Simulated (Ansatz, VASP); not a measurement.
**C in VASP and in Ansatz**

```
C
1.0
     0.00000    1.78340    1.78340
     1.78340    0.00000    1.78340
     1.78340    1.78340    0.00000
C
2
Direct
  0.50000 0.50000 0.50000
  0.75000 0.75000 0.75000
```

Alike in both runs: task relaxation of cell and atoms; functional RPBE; k mesh 8 × 8 × 8; occupations fermi-dirac, width 0.05 eV; no spin polarisation.

|  | VASP | Ansatz |
| --- | --- | --- |
| version | VASP 6.6.1 | Ansatz 0.2.0 |
| potentials or method | VASP PAW PBE potentials, release 64 (C), cutoff 600 eV | plane waves (420 eV) with PAW, scalar-relativistic |
| valence electrons in the cell | 8 | 8 |

Ansatz gave:

* relaxed volume (Å³/atom): 5.78
* relaxed cell length with the largest relative difference (Å): 2.538

Which values does VASP return?

Relaxed volume (Å³/atom): 5.77; relaxed cell length with the largest relative difference (Å): 2.537.

VASP's potentials were made for PBE, not for RPBE.
